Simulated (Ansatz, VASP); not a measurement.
## One calculation of KBr, two programs

```xyz
4
Lattice="4.9757 0.0000 0.0000 -2.4878 4.3091 0.0000 0.0000 0.0000 8.2827" Properties=species:S:1:pos:R:3 pbc="T T T"
K     2.4878    1.4364    2.0202
K     0.0000    2.8727    6.5996
Br    0.0000    0.0000    8.1214
Br    0.0000    2.8727    3.4944
```

Alike in both runs: task relaxation of cell and atoms; functional PBE; k mesh 6 × 6 × 4; occupations gaussian, width 0.02 eV; no spin polarisation.

|  | VASP | Ansatz |
| --- | --- | --- |
| version | VASP 6.6.1 | Ansatz 0.2.0 |
| potentials or method | VASP PAW PBE potentials, release 64 (K_sv, Br), cutoff 600 eV | scalar-relativistic, plane waves, PAW |
| valence electrons in the cell | 32 | 32 |

|  | VASP | Ansatz | Ansatz less VASP |
| --- | --- | --- | --- |
| gap on the k mesh at the Fermi level, each at its own relaxed structure (eV) | 3.79 | 3.81 | +0.013 |
| relaxed volume (Å³/atom) | 44.61 | 44.52 | -0.098 |
| relaxed length of the cell vector where the two differ most in proportion (Å) | 4.978 | 4.974 | -0.0041 |
